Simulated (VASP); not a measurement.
# KBr (Immm) in VASP: a series of runs

Runs on KBr. Level: PBEsol. Tasks: single point.

Everything below comes from runs of VASP 6.6.1. Logs are shortened: lines on timing, memory, paths and dates and some standing lists are left out, and cuts for length are marked.

**1. The cell of the first run**

It takes space group Immm (No. 71, orthorhombic). Conventional cell: a = 4.516 Å, b = 4.747 Å, c = 6.550 Å, α = 90.00°, β = 90.00°, γ = 90.00°. Within 4.3 Å of K (site symmetry mmm) lie 6 Br at 3.27 to 3.28 Å. Br (site symmetry mmm) has 6 K at 3.27 to 3.28 Å within 4.3 Å.

**2. Single point, PBEsol (strain -0.0500 x Voigt [0, 0, 0, 1, 0, 0])**

Contents of INCAR:

```
ALGO = Normal
EDIFF = 1E-6
ENCUT = 520
GGA = PS
ISIF = 2
ISMEAR = 0
LASPH = True
LCHARG = False
LREAL = False
LWAVE = False
NBANDS = 15
NELM = 100
PREC = Accurate
SIGMA = 0.05
```

Contents of KPOINTS:

```
k-points
0
Gamma
  6 6 6
```

Contents of POSCAR:

```
KBr
1.0
    0.0000000000      3.1930066206      3.1930066206
    3.2748785852     -0.0818719646      3.2748785852
    3.2748785852      3.2748785852     -0.0818719646
K Br
1 1
Direct
    0.0000000000      0.0000000000      0.0000000000
    0.5000000000      0.5000000000      0.5000000000
```

Potentials or basis: VASP PAW PBE potentials, release 64 (K_sv, Br).

The run is started by

```sh
> cat potpaw_PBE.64/K_sv/POTCAR potpaw_PBE.64/Br/POTCAR > POTCAR
> mpirun -np 1 vasp_std > vasp.out
```

OUTCAR:

```text
EDIFF = 1E-6
   ENCUT = 520
   GGA = PS
   ISIF = 2
   ISMEAR = 0
   LASPH = True
   LREAL = False
   NELM = 100
   PREC = Accurate

 ion  position               nearest neighbor table
   1  0.000  0.000  0.000-   2 3.27   2 3.27   2 3.28   2 3.28   2 3.28   2 3.28
   2  0.500  0.500  0.500-   1 3.27   1 3.27   1 3.28   1 3.28   1 3.28   1 3.28

  LATTYP: Found a body centered orthorhombic cell.
 ALAT       =     4.5155932676
 B/A-ratio  =     1.0512820513
 C/A-ratio  =     1.4504754486

  Lattice vectors:

 A1 = (  -3.2748785852,   0.0818719646,  -3.2748785852)
 A2 = (  -3.2748785852,  -0.0818719646,   3.2748785852)
 A3 = (   3.2748785852,   3.2748785852,  -0.0818719646)

Analysis of symmetry for initial positions (statically):
=====================================================================
 Subroutine PRICEL returns:
 Original cell was already a primitive cell.

 Routine SETGRP: Setting up the symmetry group for a
 body centered orthorhombic supercell.

 Subroutine GETGRP returns: Found  8 space group operations
 (whereof  8 operations were pure point group operations)
 out of a pool of  8 trial point group operations.

The static configuration has the point symmetry D_2h.

Analysis of symmetry for dynamics (positions and initial velocities):
=====================================================================
 Subroutine PRICEL returns:
 Original cell was already a primitive cell.

 Routine SETGRP: Setting up the symmetry group for a
 body centered orthorhombic supercell.

 Subroutine GETGRP returns: Found  8 space group operations
 (whereof  8 operations were pure point group operations)
 out of a pool of  8 trial point group operations.

The dynamic configuration has the point symmetry D_2h.

 Subroutine INISYM returns: Found  8 space group operations
 (whereof  8 operations are pure point group operations),
 and found     1 'primitive' translations

----------------------------------------------------------------------------------------

                                     Primitive cell

  volume of cell :      70.2011

  direct lattice vectors                    reciprocal lattice vectors
     0.000000000  3.193006621  3.193006621    -0.152677416  0.156592222  0.156592222
     3.274878585 -0.081871965  3.274878585     0.152677416 -0.148953577  0.148953577
     3.274878585  3.274878585 -0.081871965     0.152677416  0.148953577 -0.148953577

  length of vectors
     4.515593268  4.632101307  4.632101307     0.268984462  0.260162890  0.260162890

  position of ions in fractional coordinates (direct lattice)
     0.000000000  0.000000000  0.000000000
     0.500000000  0.500000000  0.500000000

  ion indices of the primitive-cell ions
   primitive index   ion index
                 1           1
                 2           2

----------------------------------------------------------------------------------------

 KPOINTS: k-points

Automatic generation of k-mesh.
 Grid dimensions read from file:
 generate k-points for:    6    6    6

 Generating k-lattice:

  Cartesian coordinates                     Fractional coordinates (reciprocal lattice)
    -0.025446236  0.026098704  0.026098704     0.166666667  0.000000000  0.000000000
     0.025446236 -0.024825596  0.024825596     0.000000000  0.166666667  0.000000000
     0.025446236  0.024825596 -0.024825596     0.000000000  0.000000000  0.166666667

  Length of vectors
     0.044830744  0.043360482  0.043360482

  Shift w.r.t. Gamma in fractional coordinates (k-lattice)
     0.000000000  0.000000000  0.000000000

 Subroutine IBZKPT returns following result:
 ===========================================

 Found     46 irreducible k-points:

 Following reciprocal coordinates:
            Coordinates               Weight
  0.000000  0.000000  0.000000      1.000000
  0.166667 -0.000000  0.000000      4.000000
  0.333333 -0.000000 -0.000000      4.000000
  0.500000  0.000000  0.000000      2.000000
  0.000000  0.166667  0.000000      4.000000
  0.166667  0.166667  0.000000      4.000000
[... 16 lines left out ...]
  0.500000  0.166667  0.166667      4.000000
 -0.333333  0.166667  0.166667      4.000000
 [... further k-points ...]
   k-points           NKPTS =     46   k-points in BZ     NKDIM =     46   number of bands    NBANDS=     15
   number of dos      NEDOS =    301   number of ions     NIONS =      2
   total plane-waves  NPLWV =  46656
   dimension x,y,z NGX =    36 NGY =   36 NGZ =   36
   dimension x,y,z NGXF=    72 NGYF=   72 NGZF=   72
   ions per type =               1   1
   NGX,Y,Z   is equivalent  to a cutoff of  13.25, 12.92, 12.92 a.u.
   NGXF,Y,Z  is equivalent  to a cutoff of  26.51, 25.84, 25.84 a.u.
 SYSTEM =  unknown system
   PREC   = accura    normal or accurate (medium, high low for compatibility)
   ISTART =      0    job   : 0-new  1-cont  2-samecut
   ICHARG =      2    charge: 1-file 2-atom 10-const
   ISPIN  =      1    spin polarized calculation?
   LNONCOLLINEAR =      F non collinear calculations
   LSORBIT =      F    spin-orbit coupling
   LASPH  =      T    aspherical Exc in radial PAW
   ENCUT  =  520.0 eV  38.22 Ry    6.18 a.u.   8.40  8.61  8.61*2*pi/ulx,y,z
   NELM   =    100;   NELMIN=  2; NELMDL= -5     # of ELM steps
   EDIFF  = 0.1E-05   stopping-criterion for ELM
   LREAL  =      F    real-space projection
   EDIFFG = 0.1E-04   stopping-criterion for IOM
   NSW    =      0    number of steps for IOM
   IBRION =     -1    ionic relax: 0-MD 1-quasi-New 2-CG
   NFREE  =      0    steps in history (QN), initial steepest desc. (CG)
   ISIF   =      2    stress and relaxation
   ISYM   =      2    0-nonsym 1-usesym 2-fastsym
   POTIM  = 0.5000    time-step for ionic-motion
   TEBEG  =    0.0;   TEEND  =   0.0 temperature during run
   PSTRESS=    0.0 pullay stress
   NELECT =      16.0000    total number of electrons
   NUPDOWN=      -1.0000    fix difference up-down
   EMIN   =  10.00;   EMAX   =-10.00  energy-range for DOS
   EFERMI =   0.00;   METHOD = LEGACY
   ISMEAR =     0;   SIGMA  =   0.05  broadening in eV -4-tet -1-fermi 0-gaus
   EFERMI_NEDOS =   21; number of points for ismear=-14 and -15
   IALGO  =     38    algorithm
   IMIX   =      4    mixing-type and parameters
     AMIX     =   0.40;   BMIX     =  1.00
     AMIX_MAG =   1.60;   BMIX_MAG =  1.00
  volume/ion in A,a.u.               =      35.10       236.87
  Fermi-wavevector in a.u.,A,eV,Ry     =   1.000000  1.889727 13.605834  1.000001
  Thomas-Fermi vector in A             =   2.132328
   LORBIT       =      0    0 simple, 1 ext, 2 COOP (PROOUT), +10 PAW based schemes
   GGA     = PS    functional components
   LHFCALC =     F    Hartree Fock is set to
   AEXX    =    0.0000 exact exchange contribution
   IVDW    =     0    specifies the selected vdW correction
   LEPSILON=     F    determine dielectric tensor
   LRPA    =     F    only Hartree local field effects (RPA)
 non-spin polarized calculation
 Gauss-broadening in eV      SIGMA  =   0.05
  energy-cutoff  :      520.00
  volume of cell :       70.20
 maximum number of plane-waves:      1916
 NGX is ok and might be reduce to    36
   NGX = 17   NGY = 17   NGZ = 17

 number of electron      16.0000000 magnetization

 Free energy of the ion-electron system (eV)
  ---------------------------------------------------
  ext. energy  EPLUGINS =         0.00000000
  ---------------------------------------------------
  free energy    TOTEN  =        -6.45711356 eV

  energy without entropy =       -6.45711356  energy(sigma->0) =       -6.45711356

 E-fermi :  -1.4696     XC(G=0):  -7.6454

 val. band max:       -1.6683918970   @ k =   0.0000   0.0000   0.0000
 cond. band min:       2.6001867829   @ k =   0.0000   0.0000   0.0000
 fundamental gap:      4.2685786799
 Fermi energy:        -1.4696098287

 k-point     1 :       0.0000    0.0000    0.0000
  band No.  band energies     occupation
      1     -29.3004      2.00000
      2     -14.0657      2.00000
      3     -12.8460      2.00000
      4     -12.8449      2.00000
      5     -12.8434      2.00000
      6      -1.7822      2.00000
      7      -1.7322      2.00000
      8      -1.6684      2.00000
      9       2.6002      0.00000
     10       5.5950      0.00000
     11       5.8030      0.00000
     12       6.0087      0.00000
     13       6.6531      0.00000
     14       6.6679      0.00000
     15       9.7196      0.00000

 k-point     2 :       0.1667   -0.0000    0.0000
  band No.  band energies     occupation
      1     -29.2985      2.00000
      2     -14.1093      2.00000
      3     -12.8480      2.00000
      4     -12.8446      2.00000
      5     -12.7830      2.00000
      6      -2.0966      2.00000
      7      -1.8839      2.00000
      8      -1.8136      2.00000
      9       3.2941      0.00000
     10       5.7247      0.00000
     11       5.9430      0.00000
     12       6.2194      0.00000
     13       7.0260      0.00000
     14       7.0437      0.00000
     15      10.7725      0.00000

 k-point     3 :       0.3333   -0.0000   -0.0000
  band No.  band energies     occupation
      1     -29.2949      2.00000
      2     -14.1863      2.00000
      3     -12.8533      2.00000
      4     -12.8468      2.00000
      5     -12.6675      2.00000
      6      -2.7204      2.00000
      7      -2.0738      2.00000
      8      -2.0061      2.00000
      9       4.3927      0.00000
     10       5.9908      0.00000
     11       6.8693      0.00000
     12       7.1393      0.00000
     13       7.9143      0.00000
     14       8.0217      0.00000
     15       9.9019      0.00000

 k-point     4 :       0.5000    0.0000    0.0000
  band No.  band energies     occupation
      1     -29.2930      2.00000
      2     -14.2209      2.00000
      3     -12.8559      2.00000
      4     -12.8479      2.00000
      5     -12.6133      2.00000
      6      -2.9801      2.00000
      7      -2.1629      2.00000
      8      -2.0955      2.00000
      9       4.7470      0.00000
     10       6.5387      0.00000
     11       7.9750      0.00000
     12       8.1042      0.00000
     13       8.2468      0.00000
     14       8.3762      0.00000
     15       9.3729      0.00000
[... 307 lines left out ...]
 k-point    22 :       0.3333    0.1667    0.1667
  band No.  band energies     occupation
      1     -29.2960      2.00000
      2     -14.1403      2.00000
      3     -12.8654      2.00000
      4     -12.8414      2.00000
      5     -12.7280      2.00000
      6      -2.4821      2.00000
      7      -2.0239      2.00000
      8      -1.9228      2.00000
      9       4.1283      0.00000
     10       5.4329      0.00000
     11       6.2733      0.00000
     12       6.9760      0.00000
     13       7.5182      0.00000
     14       7.7842      0.00000
     15      10.3815      0.00000

 k-point    23 :       0.5000    0.1667    0.1667
  band No.  band energies     occupation
      1     -29.2931      2.00000
      2     -14.1668      2.00000
      3     -12.8783      2.00000
      4     -12.8481      2.00000
      5     -12.6764      2.00000
      6      -2.7918      2.00000
      7      -2.1527      2.00000
      8      -2.1235      2.00000
      9       4.9667      0.00000
     10       5.9179      0.00000
     11       7.1955      0.00000
     12       7.2980      0.00000
     13       8.1527      0.00000
     14       8.7794      0.00000
     15       9.4922      0.00000

 k-point    24 :      -0.3333    0.1667    0.1667
  band No.  band energies     occupation
      1     -29.2927      2.00000
      2     -14.1650      2.00000
      3     -12.8736      2.00000
      4     -12.8579      2.00000
      5     -12.6776      2.00000
      6      -2.8038      2.00000
      7      -2.1756      2.00000
      8      -2.1488      2.00000
      9       4.9195      0.00000
     10       6.1447      0.00000
     11       7.6023      0.00000
     12       7.9105      0.00000
     13       8.0805      0.00000
     14       8.2285      0.00000
     15       9.3453      0.00000

 [... further k-points ...]

------------------------ aborting loop because EDIFF is reached ----------------------------------------

  FORCE on cell =-STRESS in cart. coord.  units (eV):
  Direction    XX          YY          ZZ          XY          YZ          ZX
  --------------------------------------------------------------------------------------
  -------------------------------------------------------------------------------------
  Total        0.0199254      0.0265333      0.0265333      0.0000000      0.1096630      0.0000000
  in kB        0.4547516      0.6055615      0.6055615      0.0000000      2.5028020      0.0000000
  external PRESSURE =       0.5552915 kB  Pullay stress =       0.0000000 kB

 VOLUME and BASIS-vectors are now :
 -----------------------------------------------------------------------------
  energy-cutoff  :      520.00
  volume of cell :       70.20
      direct lattice vectors                 reciprocal lattice vectors
     0.000000000  3.193006621  3.193006621    -0.152677416  0.156592222  0.156592222
     3.274878585 -0.081871965  3.274878585     0.152677416 -0.148953577  0.148953577
     3.274878585  3.274878585 -0.081871965     0.152677416  0.148953577 -0.148953577

 POSITION                                       TOTAL-FORCE (eV/Angst)
 -----------------------------------------------------------------------------------
      0.00000      0.00000      0.00000        -0.000000      0.000000     -0.000000
      3.27488      3.19301      3.19301         0.000000      0.000000      0.000000
 -----------------------------------------------------------------------------------
    total drift:                                0.000000      0.000000      0.000000

  FREE ENERGIE OF THE ION-ELECTRON SYSTEM (eV)
  ---------------------------------------------------
  free  energy   TOTEN  =        -6.4571135609 eV

  energy  without entropy=       -6.4571135609  energy(sigma->0) =       -6.45711356
```

It took 30 s on 1 thread of Intel Xeon Platinum 8375C at 2.90GHz (Ice Lake), shared host; peak memory 0.22 GiB.

Results:

| Quantity | Value |
| --- | --- |
| Free energy | -6.4571 eV |
| Pressure | 0.1 GPa |
| Band gap on the k mesh | 4.27 eV, direct |

Stress tensor (GPa, compression positive):
```
0.05 0.00 0.00
0.00 0.06 0.25
0.00 0.25 0.06
```

Caveat: the cell differs from its parent crystal (strain -0.0500 x Voigt [0, 0, 0, 1, 0, 0]); the PAW data sets were made with another functional, which shifts forces and pressure a little.

**3. Single point, PBEsol (strain +0.0250 x Voigt [0, 0, 0, 1, 0, 0])**

Contents of INCAR:

```
PREC = Accurate
ENCUT = 520
EDIFF = 1E-7
ISMEAR = 0
SIGMA = 0.05
LREAL = False
LASPH = True
NELM = 80
ALGO = Normal
ISIF = 2
LWAVE = False
LCHARG = False
GGA = PS
NBANDS = 15
```

Contents of KPOINTS:

```
regular mesh
0
Gamma
  6 6 6
```

Contents of POSCAR:

```
KBr
1.0
    0.0000000000      3.3158145675      3.3158145675
    3.2748785852      0.0409359823      3.2748785852
    3.2748785852      3.2748785852      0.0409359823
K Br
1 1
Direct
    0.0000000000      0.0000000000      0.0000000000
    0.5000000000      0.5000000000      0.5000000000
```

Potentials or basis: VASP PAW PBE potentials, release 64 (K_sv, Br).

The run is started by

```sh
> cat potpaw_PBE.64/K_sv/POTCAR potpaw_PBE.64/Br/POTCAR > POTCAR
> mpirun -np 1 vasp_std > vasp.out
```

OUTCAR:

```text
PREC = Accurate
   ENCUT = 520
   EDIFF = 1E-7
   ISMEAR = 0
   LREAL = False
   LASPH = True
   NELM = 80
   ISIF = 2
   GGA = PS

 ion  position               nearest neighbor table
   1  0.000  0.000  0.000-   2 3.27   2 3.27   2 3.28   2 3.28   2 3.28   2 3.28
   2  0.500  0.500  0.500-   1 3.27   1 3.27   1 3.28   1 3.28   1 3.28   1 3.28

  LATTYP: Found a body centered orthorhombic cell.
 ALAT       =     4.5734854890
 B/A-ratio  =     1.0253164557
 C/A-ratio  =     1.4321149999

[... 621 lines left out ...]
------------------------ aborting loop because EDIFF is reached ----------------------------------------

  FORCE on cell =-STRESS in cart. coord.  units (eV):
  Direction    XX          YY          ZZ          XY          YZ          ZX
  --------------------------------------------------------------------------------------
  -------------------------------------------------------------------------------------
  Total        0.0242122      0.0257936      0.0257936      0.0000000     -0.0545520      0.0000000
  in kB        0.5523283      0.5884035      0.5884035      0.0000000     -1.2444398      0.0000000
  external PRESSURE =       0.5763785 kB  Pullay stress =       0.0000000 kB

 VOLUME and BASIS-vectors are now :
 -----------------------------------------------------------------------------
  energy-cutoff  :      520.00
  volume of cell :       70.23
      direct lattice vectors                 reciprocal lattice vectors
     0.000000000  3.315814567  3.315814567    -0.152677416  0.150792510  0.150792510
     3.274878585  0.040935982  3.274878585     0.152677416 -0.154610041  0.154610041
     3.274878585  3.274878585  0.040935982     0.152677416  0.154610041 -0.154610041

 POSITION                                       TOTAL-FORCE (eV/Angst)
 -----------------------------------------------------------------------------------
      0.00000      0.00000      0.00000         0.000000      0.000000      0.000000
      3.27488      3.31581      3.31581        -0.000000     -0.000000     -0.000000
 -----------------------------------------------------------------------------------
    total drift:                                0.000000      0.000000      0.000000

  FREE ENERGIE OF THE ION-ELECTRON SYSTEM (eV)
  ---------------------------------------------------
  free  energy   TOTEN  =        -6.4591801516 eV

  energy  without entropy=       -6.4591801516  energy(sigma->0) =       -6.45918015
```

OSZICAR:

```text
N       E                     dE             d eps       ncg     rms          rms(c)
DAV:   1     0.988183443597E+02    0.98818E+02   -0.68458E+03  1380   0.939E+02
DAV:   2    -0.510597128763E+00   -0.99329E+02   -0.91764E+02  1767   0.226E+02
DAV:   3    -0.641302955525E+01   -0.59024E+01   -0.58699E+01  1878   0.493E+01
DAV:   4    -0.661904236248E+01   -0.20601E+00   -0.20596E+00  2125   0.822E+00
DAV:   5    -0.662079730928E+01   -0.17549E-02   -0.17549E-02  1892   0.817E-01    0.317E+00
DAV:   6    -0.646395231755E+01    0.15684E+00   -0.19320E-01  1716   0.225E+00    0.236E+00
DAV:   7    -0.645156721704E+01    0.12385E-01   -0.88745E-02  1870   0.165E+00    0.112E+00
DAV:   8    -0.645844470083E+01   -0.68775E-02   -0.10470E-02  1636   0.752E-01    0.139E-01
DAV:   9    -0.645882575984E+01   -0.38106E-03   -0.39223E-04  1849   0.117E-01    0.753E-02
DAV:  10    -0.645917332044E+01   -0.34756E-03   -0.38379E-04  1499   0.108E-01    0.210E-02
DAV:  11    -0.645917780363E+01   -0.44832E-05   -0.14730E-05  2079   0.202E-02    0.530E-03
DAV:  12    -0.645918009604E+01   -0.22924E-05   -0.29071E-06  1520   0.112E-02    0.672E-03
DAV:  13    -0.645918015159E+01   -0.55552E-07   -0.41714E-07  1898   0.333E-03
   1 F= -.64591802E+01 E0= -.64591802E+01  d E =-.183458E-12
```

Run time: 34 s. Hardware: 1 thread of Intel Xeon Platinum 8375C at 2.90GHz (Ice Lake), shared host; peak memory 0.22 GiB.

What came out:

```yaml
Free_energy: -6.4592 eV
Pressure: 0.1 GPa
Band_gap_on_the_k_mesh: 4.30 eV, direct
```

Caveat: the cell differs from its parent crystal (strain +0.0250 x Voigt [0, 0, 0, 1, 0, 0]); the PAW data sets were made with another functional, which shifts forces and pressure a little.

[end of part 1 of 2]
